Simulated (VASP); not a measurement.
The system is Al3B2P.

```
Al B P
1.0
     4.27584    0.00000    0.00000
    -2.13792    3.70299    0.00000
     0.00000    0.00000    6.19780
Al B P
3 2 1
Direct
  0.50000 0.00000 0.00000
  0.00000 0.50000 0.00000
  0.50000 0.50000 0.00000
  0.00000 0.00000 0.35115
  0.00000 0.00000 0.64885
  0.00000 0.00000 0.00000
```

| Property | Result |
| --- | --- |
| Program | VASP 6.6.1 |
| Task | relaxation of cell and atoms |
| Functional | PBE |
| Potentials or basis | VASP PAW PBE potentials, release 64 (Al, B, P) |
| Cutoff | 600 eV |
| k mesh | 6 × 6 × 4 |
| Occupations | gaussian, width 0.1 eV |
| Spin | no spin polarisation |

At the start: pressure 44.0 GPa; volume 16.36 Å³/atom.

Question: How do energy, volume and symmetry change on relaxing?

Answer: Over 16 steps the energy falls by 1586.9 meV/atom and the volume is 21.79 Å³/atom (+33.2 %); space group P6/mmm (No. 191, to 0.05 Å).

The path:
```
step  energy change (eV)  largest force (eV/Å)  pressure (GPa)  volume (Å³)
   1              0.0000                1.1492           43.98        98.13
   2             -8.0531                2.4702           -8.08       166.37
   3             -8.2081                0.1478           -4.63       138.20
   4             -8.3115                1.0938           -6.66       148.42
   5             -8.3093                0.8136           -6.17       145.14
   6             -9.4503                1.3623           -0.78       130.46
   7             -9.4948                1.0931            1.35       127.65
   8             -9.4954                1.1388            1.06       128.00
   9             -9.3785                3.1312            1.25       129.26
  10             -9.5142                0.0565            0.98       128.34
  11             -9.5204                0.0296           -0.03       130.42
  12             -9.5204                0.0301           -0.02       130.38
  13             -9.5214                0.0633            0.01       130.74
  14             -9.5214                0.0583            0.01       130.72
  15             -9.5213                0.1025            0.01       130.80
  16             -9.5215                0.0011            0.01       130.75
```

Final structure:
```
CELL_PARAMETERS angstrom
5.47000 0.00000 0.00000
-2.73500 4.73716 0.00000
0.00000 0.00000 5.04594
ATOMIC_POSITIONS crystal
Al 0.50000 0.00000 0.00000
Al 0.00000 0.50000 0.00000
Al 0.50000 0.50000 0.00000
B 0.00000 0.00000 0.34702
B 0.00000 0.00000 0.65298
P 0.00000 0.00000 0.00000
```

Caveat: the volume moved by over 15 % at a fixed basis, so the end points are rough.
